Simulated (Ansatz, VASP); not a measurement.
# KCl in VASP and in Ansatz

```
K Cl
1.0
    -0.01572    3.14485    3.14485
     3.14485   -0.01572    3.14485
     3.14485    3.14485   -0.01572
K Cl
1 1
Direct
  0.00000 0.00000 0.00000
  0.50000 0.50000 0.50000
```

Change from the starting cell: epitaxial_111 strain +0.5%.

Alike in both runs: task single point; functional r2SCAN; k mesh 8 × 8 × 8; no spin polarisation.

```csv
,VASP,Ansatz
version,VASP 6.6.1,Ansatz 0.2.0
potentials or method,"VASP PAW PBE potentials, release 64 (K_sv, Cl)","plane waves, PAW"
plane-wave cutoff (eV),520,500
occupations,"gaussian, width 0.01 eV",fixed
valence electrons in the cell,16,16
```

```tsv
	VASP	Ansatz	Ansatz less VASP
gap on the k mesh at the Fermi level (eV)	5.80	5.80	-0.004
pressure (GPa)	-0.1	-0.1	+0.03
```

VASP's potentials were made for PBE, not for r2SCAN.
